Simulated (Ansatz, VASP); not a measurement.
## Two plane-wave programs on Ir

INCAR

```
ALGO     = Normal         # electronic algorithm
DIPOL    = 0.5 0.5 0.423
EDIFF    = 1E-7           # SCF threshold, eV
ENCUT    = 520            # plane-wave cutoff, eV
GGA      = PE             # functional
IDIPOL   = 3            
ISIF     = 2              # what is computed and relaxed
ISMEAR   = 0              # smearing method
IVDW     = 12             # dispersion correction
LASPH    = True           # aspherical terms in the spheres
LCHARG   = True           # write CHGCAR
LDIPOL   = True         
LELF     = True           # ELF
LREAL    = Auto         
LVACPOTAV= True         
LVHAR    = True         
LWAVE    = False          # write WAVECAR
NBANDS   = 86             # bands
NELM     = 80             # most SCF steps
PREC     = Accurate       # precision mode
SIGMA    = 0.1            # smearing width, eV
```

The input KPOINTS:

```
k-points
0
Gamma
  4 4 1
```

File POSCAR:

```
Ir
1.0
    5.4313155572      0.0000000000      0.0000000000
    0.0000000000      5.4313155572      0.0000000000
    0.0000000000      0.0000000000     25.7468800919
Ir
16
Direct
    0.2500000000      0.2500000000      0.3107172586
    0.2500000000      0.7500000000      0.3107172586
    0.7500000000      0.2500000000      0.3107172586
    0.7500000000      0.7500000000      0.3107172586
    0.5000000000      0.5000000000      0.3852995001
    0.5000000000      0.0000000000      0.3852995001
    0.0000000000      0.5000000000      0.3852995001
    0.0000000000      0.0000000000      0.3852995001
    0.7497693913      0.7502359421      0.4594145280
    0.7499103846      0.2456961236      0.4607149351
    0.2543081536      0.7500845758      0.4607163663
    0.2498828855      0.2501134061      0.4613640262
    0.0095925853      0.0091063672      0.5345515687
   -0.0040921787      0.5040884913      0.5319704545
    0.5016481675     -0.0016497610      0.5344586025
    0.4908923287      0.4904050974      0.5345516366
```

Input for Ansatz:

```yaml
crystal:
  lattice:
    - [5.4313155564, 0.0, 0.0]
    - [0.0, 5.4313155564, 0.0]
    - [0.0, 0.0, 25.746880091]
  atoms:
    - { symbol: Ir, position: [0.25, 0.25, 0.3107172586] }
    - { symbol: Ir, position: [0.25, 0.75, 0.3107172586] }
    - { symbol: Ir, position: [0.75, 0.25, 0.3107172586] }
    - { symbol: Ir, position: [0.75, 0.75, 0.3107172586] }
    - { symbol: Ir, position: [0.5, 0.5, 0.3852995001] }
    - { symbol: Ir, position: [0.5, 0.0, 0.3852995001] }
    - { symbol: Ir, position: [0.0, 0.5, 0.3852995001] }
    - { symbol: Ir, position: [0.0, 0.0, 0.3852995001] }
    - { symbol: Ir, position: [0.7497750926, 0.750230806, 0.4594139619] }
    - { symbol: Ir, position: [0.7499070929, 0.2456946654, 0.4607150765] }
    - { symbol: Ir, position: [0.254310614, 0.7500870221, 0.4607166308] }
    - { symbol: Ir, position: [0.2498816219, 0.2501144658, 0.4613647339] }
    - { symbol: Ir, position: [0.0096009812, 0.0091129414, 0.5345530073] }
    - { symbol: Ir, position: [-0.0040949433, 0.504089675, 0.5319682211] }
    - { symbol: Ir, position: [0.5016657855, -0.0016646346, 0.5344578754] }
    - { symbol: Ir, position: [0.4908844184, 0.4903982362, 0.5345534445] }
basis:
  ecutwfc: 420
kpoints:
  mp_grid: { grid: [4, 4, 1] }
hamiltonian:
  xc: pbe
  dispersion: d3bj
scf:
  occupations: { method: gaussian, width: 0.1 }
output:
  forces: true
  eigenvalues: true
  write_density: true
  volumetric_format: npy
efield:
  axis: 3
  dipole_correction: true
  ramp_width: 0.04
```

Alike in both runs: task single point; functional PBE; dispersion D3(BJ); k mesh 4 × 4 × 1; occupations gaussian, width 0.1 eV; no spin polarisation.

|  | VASP | Ansatz |
| --- | --- | --- |
| version | VASP 6.6.1 | Ansatz 0.2.0 |
| potentials or method | VASP PAW PBE potentials, release 64 (Ir), cutoff 520 eV | scalar-relativistic, plane waves, PAW |
| valence electrons in the cell | 144 | 272 |

|  | VASP | Ansatz | Ansatz less VASP |
| --- | --- | --- | --- |
| gap on the k mesh at the Fermi level (eV) | none | none | - |
| rms of the force components (eV/Å) | 0.376 | 0.385 | +0.0089 |
| work function, face that differs most (eV) | 5.61 | 5.61 | -0.001 |

Atom by atom the forces differ by 0.017 eV/Å (rms over components). A gap of «none» marks a metal or a gap that the smearing closes. VASP's potentials hold 144 valence electrons a cell and Ansatz's 272, so a difference there can come from the potentials and not from the codes. Ansatz's warnings: structure snapped to symmetry.

Spin-orbit coupling is off throughout.
